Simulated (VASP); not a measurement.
Wanted: the native input for a VASP 6.6.1 run.

```yaml
Task: single point
Functional: LDA
Potentials_or_basis: VASP PAW LDA potentials, release 64 (Ir)
Cutoff: 520 eV
k_mesh: 20 × 20 × 20
Occupations: gaussian, width 0.15 eV
Spin: no spin polarisation
Dipole_correction: no
Further_INCAR_settings: ALGO = Fast; EDIFF = 1e-06; NBANDS = 10
```

The structure of Ir lies in POSCAR:

```
Ir
1.0
   -0.2095945338      1.7482089524      1.7482089524
    1.6958103189     -0.1571959003      1.6958103189
    1.9054048527      1.9054048527     -0.3667904341
Ir
1
Direct
    0.0000000000      0.0000000000      0.0000000000
```

This cell differs from its parent crystal: engineering shear strain xz -0.2200, engineering shear strain yz -0.1650.

The input as run:

INCAR

```
ALGO = Fast
EDIFF = 1E-6
ENCUT = 520
ISIF = 2
ISMEAR = 0
LASPH = True
LCHARG = True
LELF = True
LREAL = False
LVHAR = True
LWAVE = False
NBANDS = 10
NELM = 60
PREC = Accurate
SIGMA = 0.15
```

KPOINTS

```
k-points
0
Gamma
  20 20 20
```

Potentials or basis: VASP PAW LDA potentials, release 64 (Ir).

Launch:

```console
$ cat potpaw_LDA.64/Ir/POTCAR > POTCAR
$ mpirun -np 1 vasp_std > vasp.out
```

It gave:

```
Pressure : 43.6 GPa
```

Caveat: the cell differs from its parent crystal (engineering shear strain xz -0.2200, engineering shear strain yz -0.1650).

Wall time 5.5 min on 1 thread of Intel Xeon 6975P-C (shared host), peak memory 0.64 GiB.
